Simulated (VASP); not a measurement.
Write the native input for VASP 6.6.1 that does the following.

```
Task                   : single point
Functional             : LDA
Potentials or basis    : VASP PAW LDA potentials, release 64 (Si)
Cutoff                 : 520 eV
k mesh                 : 10 × 10 × 6
Occupations            : gaussian, width 0.05 eV
Spin                   : no spin polarisation
Dipole correction      : no
Further INCAR settings : ALGO = Normal; EDIFF = 1e-07; NBANDS = 16
```

The structure of Si lies in POSCAR:

```
Si
1.0
    0.0000000000     -2.7007989451     -2.7007989451
    0.0000000000      2.7007989451     -2.7007989451
    5.4015978902      0.0000000000      0.0000000000
Si
4
Direct
    0.5099897215      0.4968567663      0.0000000000
   -0.0099897215      0.0031432337      0.5000000000
   -0.0099897215      0.4968567663      0.2500000000
    0.5099897215      0.0031432337      0.7500000000
```

This cell differs from its parent crystal: mode 4 frozen in at +0.000 Å and mode 9 at -0.040 Å (largest displacements).

The input as run:

INCAR

```
SYSTEM = Si
ALGO = Normal
EDIFF = 1E-7
ENCUT = 520
ISIF = 2
ISMEAR = 0
LASPH = .True.
LCHARG = .True.
LELF = .True.
LREAL = .False.
LVHAR = .True.
LWAVE = .False.
NBANDS = 16
NELM = 100
PREC = Accurate
SIGMA = 0.05
```

KPOINTS

```
k-points
0
Gamma
  10 10 6
  0 0 0
```

Potentials or basis: VASP PAW LDA potentials, release 64 (Si).

Command:

```bash
$ cat potpaw_LDA.64/Si/POTCAR > POTCAR
$ mpirun -np 1 vasp_std > vasp.out
```

Results of the run:

The pressure is 0.4 GPa, the largest force is 0.886 eV/Å and the band gap on the k mesh is 0.40 eV.

Caveat: the cell differs from its parent crystal (mode 4 frozen in at +0.000 Å and mode 9 at -0.040 Å (largest displacements)).

Wall time 2.6 min on 1 thread of Intel(R) Xeon(R) Platinum 8259CL CPU @ 2.50GHz (Skylake/Cascade Lake) (shared host), peak memory 0.24 GiB.
